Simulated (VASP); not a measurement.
Here is a VASP 6.6.1 calculation.

The input INCAR:

```
SYSTEM = EuS3
PREC = Accurate
ENCUT = 520
EDIFF = 1E-7
ISMEAR = 0
SIGMA = 0.1
LREAL = .FALSE.
LASPH = .TRUE.
NELM = 150
ALGO = Normal
ISIF = 2
LWAVE = .FALSE.
LCHARG = .TRUE.
ISPIN = 2
MAGMOM = 7 0 0 0
LORBIT = 11
LMAXMIX = 6
GGA = PE
LELF = .TRUE.
LVHAR = .TRUE.
NBANDS = 30
```

KPOINTS

```
Automatic mesh
0
G
  4 4 4
  0 0 0
```

The input POSCAR:

```
EuS3
1.0
    4.2637927418      0.0000000000      0.0000000000
    0.0000000000      4.2637927418      0.0000000000
    0.0000000000      0.0000000000      4.3010455341
Eu S
1 3
Direct
    0.0000000000      0.0000000000      0.0000000000
    0.0000000000      0.5000000000      0.5000000000
    0.5000000000      0.0000000000      0.5000000000
    0.5000000000      0.5000000000      0.0000000000
```

Potentials or basis: VASP PAW PBE potentials, release 64 (Eu, S).

The run is started by

```console
$ cat potpaw_PBE.64/Eu/POTCAR potpaw_PBE.64/S/POTCAR > POTCAR
$ mpirun -np 1 vasp_std > vasp.out
```

Question: What does it give for the site moments?

Answer: Eu +6.33; S -0.07 μB.

Question: Predict the net moment.

Answer: 6.28 μB per cell.

Stress tensor (GPa, compression positive):
```
-0.41  0.00  0.00
 0.00 -0.41  0.00
 0.00  0.00 -0.17
```

Caveat: the k points lie up to 0.37 Å⁻¹ apart; a cell with one magnetic atom can't hold antiferromagnetic order, which such compounds often take. The state reached can hang on the start; a lower one may exist.
